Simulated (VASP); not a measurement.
Wanted: the native input for a VASP 6.6.1 run.

* Task: single point
* Functional: PBEsol
* Potentials or basis: VASP PAW PBE potentials, release 64 (Ti_sv)
* Cutoff: 520 eV
* k mesh: 14 × 14 × 8
* Occupations: fermi-dirac, width 0.05 eV
* Spin: no spin polarisation
* Dipole correction: no
* Further INCAR settings: ALGO = Normal; EDIFF = 1e-06; NBANDS = 19

The structure of Ti lies in POSCAR:

```
Ti
1.0
    2.9499978604      0.0000000000      0.0000000000
   -1.4749989302      2.5547730882      0.0000000000
    0.0000000000      0.0000000000      4.6860000000
Ti
2
Direct
    0.3333333333      0.6666666667      0.2500000000
    0.6666666667      0.3333333333      0.7500000000
```

The input as run:

INCAR

```
PREC = Accurate ; ENCUT = 520
EDIFF = 1E-6 ; ISMEAR = -1
SIGMA = 0.05 ; LREAL = F
LASPH = T ; NELM = 100
ALGO = Normal ; ISIF = 2
LWAVE = F ; LCHARG = F
GGA = PS ; NBANDS = 19
```

KPOINTS

```
Automatic mesh
0
Gamma
  14 14 8
```

Potentials or basis: VASP PAW PBE potentials, release 64 (Ti_sv).

Run with:

```console
$ cat potpaw_PBE.64/Ti_sv/POTCAR > POTCAR
$ mpirun -np 1 vasp_std > vasp.out
```

Results of the run:

The pressure is -6.1 GPa and the band gap on the k mesh is zero (band 12 reaches 8.80 eV, above the bottom of band 13 at 7.77 eV).

Caveat: the PAW data sets were made with another functional, which shifts forces and pressure a little.

Wall time 40 s on 1 thread of Intel(R) Xeon(R) Platinum 8488C (Sapphire Rapids), on a shared host, peak memory 0.19 GiB.
